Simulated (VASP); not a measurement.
Input of a VASP 6.6.1 run:

The input INCAR:

```
PREC = Accurate
ENCUT = 520
EDIFF = 1E-6
ISMEAR = 0
SIGMA = 0.05
LREAL = Auto
LASPH = True
NELM = 150
ALGO = Normal
ISIF = 2
LWAVE = False
LCHARG = False
ISPIN = 2
MAGMOM = 0 0 0 0 0.73 0 0 0 0 0 0 0 0 0 0 0 0.02 0.02 0 0
LORBIT = 11
LMAXMIX = 4
GGA = PS
NBANDS = 90
```

File KPOINTS:

```
regular mesh
0
Gamma
  3 3 2
```

The input POSCAR:

```
K4Mg3VF12
1.0
    3.9897000000      3.9897000000      0.0000000000
   -3.9897000000      3.9897000000      0.0000000000
    0.0000000000      0.0000000000      7.9794000000
K V Mg F
4 1 3 12
Direct
    0.5000000000      0.0000000000      0.2512002981
    0.5000000000      0.0000000000      0.7487997019
    0.0000000000      0.5000000000      0.2512002981
    0.0000000000      0.5000000000      0.7487997019
    0.0000000000      0.0000000000      0.0000000000
    0.0000000000      0.0000000000      0.5000000000
    0.5000000000      0.5000000000      0.0000000000
    0.5000000000      0.5000000000      0.5000000000
    0.2562295092      0.7437704908      0.0000000000
    0.2502879233      0.7497120767      0.5000000000
    0.7437704908      0.2562295092      0.0000000000
    0.7497120767      0.2502879233      0.5000000000
    0.2562295092      0.2562295092      0.0000000000
    0.2502879233      0.2502879233      0.5000000000
    0.7437704908      0.7437704908      0.0000000000
    0.7497120767      0.7497120767      0.5000000000
    0.0000000000      0.0000000000      0.2567536721
    0.0000000000      0.0000000000      0.7432463279
    0.5000000000      0.5000000000      0.2510090051
    0.5000000000      0.5000000000      0.7489909949
```

Potentials or basis: VASP PAW PBE potentials, release 64 (K_sv, V_sv, Mg, F).

Run with:

```sh
$ cat potpaw_PBE.64/K_sv/POTCAR potpaw_PBE.64/V_sv/POTCAR potpaw_PBE.64/Mg/POTCAR potpaw_PBE.64/F/POTCAR > POTCAR
$ mpirun -np 1 vasp_std > vasp.out
```

Question: Estimate the largest force.

Answer: 0.131 eV/Å.

Question: Predict the band gap on the k mesh.

Answer: 1.55 eV, indirect (least direct gap 1.61 eV).

Question: What does it give for the site moments?

Answer: K +0.00; V +2.65; Mg -0.00, +0.00; F +0.01, +0.00 μB.

Forces in eV/Å, atoms in the order of the input:
```
K    0.000  0.000 -0.004
K    0.000  0.000  0.004
K    0.000  0.000 -0.004
K    0.000  0.000  0.004
V    0.000  0.000  0.000
Mg   0.000  0.000  0.000
Mg   0.000  0.000  0.000
Mg   0.000  0.000  0.000
F   -0.129  0.000  0.000
F   -0.003  0.000  0.000
F    0.129  0.000  0.000
F    0.003  0.000  0.000
F    0.000 -0.129  0.000
F    0.000 -0.003  0.000
F    0.000  0.129  0.000
F    0.000  0.003  0.000
F    0.000  0.000 -0.131
F    0.000  0.000  0.131
F    0.000  0.000  0.000
F    0.000  0.000  0.000
```

Caveat: the PAW data sets were made with another functional, which shifts forces and pressure a little. A hybrid or GW would open this gap; PBEsol tends to underestimate it.
